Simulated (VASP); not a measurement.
**TiCo: single point with PBEsol**

The system is TiCo.

```
Ti Co
1.0
     2.83474    0.00000    0.00000
     0.00000    2.83474    0.00000
     0.00000    0.00000    2.83474
Ti Co
1 1
Direct
  0.00000 0.00000 0.00000
  0.50000 0.50000 0.50000
```

```json
{
  "Program": "VASP 6.6.1",
  "Task": "single point",
  "Functional": "PBEsol",
  "Potentials or basis": "VASP PAW PBE potentials, release 64 (Ti_sv, Co)",
  "Cutoff": "520 eV",
  "k mesh": "14 × 14 × 14",
  "Occupations": "gaussian, width 0.1 eV",
  "Spin": "collinear spin, ferromagnetic start",
  "Starting moments": "[0.0, 0.52] μB",
  "Dipole correction": "no",
  "Further INCAR settings": "ALGO = Normal; EDIFF = 1e-07; NBANDS = 22"
}
```

```json
{
 "Pressure": "24.1 GPa",
 "Net moment": "0.28 μB per cell",
 "Site moments": "Ti +0.02; Co +0.26 μB",
 "Valence electrons inside the program's atomic spheres": "Ti 10.55; Co 8.59"
}
```

Levels at points of the mesh, in eV from the Fermi level:
Spin up:
```
           k point  band 7  band 8  band 9  band 10  band 11  band 12  band 13  band 14  band 15  band 16
(0.00, 0.00, 0.00)   -4.79   -1.88   -1.88    -1.88     0.80     0.80     3.28     3.28     3.28    10.14
(0.50, 0.00, 0.00)   -3.15   -1.96   -1.96    -1.37    -1.13     0.11     0.68     0.68     2.63     4.71
(0.50, 0.50, 0.00)   -3.05   -3.05   -0.94    -0.31     0.93     0.93     1.41     3.10     3.10     3.71
(0.50, 0.50, 0.50)   -2.92   -2.61   -2.61    -2.61    -0.90    -0.90     3.80     3.80     8.37     9.72
```
Spin down:
| k point | band 7 | band 8 | band 9 | band 10 | band 11 | band 12 | band 13 | band 14 |
| --- | --- | --- | --- | --- | --- | --- | --- | --- |
| (0.00, 0.00, 0.00) | -4.61 | -1.72 | -1.72 | -1.72 | 0.97 | 0.97 | 3.33 | 3.33 |
| (0.50, 0.00, 0.00) | -2.84 | -1.78 | -1.78 | -1.19 | -1.13 | 0.42 | 0.70 | 0.70 |
| (0.50, 0.50, 0.00) | -2.92 | -2.92 | -0.54 | -0.02 | 0.95 | 0.95 | 1.48 | 3.18 |
| (0.50, 0.50, 0.50) | -2.77 | -2.59 | -2.59 | -2.59 | -0.50 | -0.50 | 3.81 | 3.81 |

Run time: 72 s on 1 thread of Intel(R) Xeon(R) Platinum 8488C (Sapphire Rapids), on a shared host, peak memory 0.22 GiB.

Caveat: the cell stands under pressure; the PAW data sets were made with another functional, which shifts forces and pressure a little.
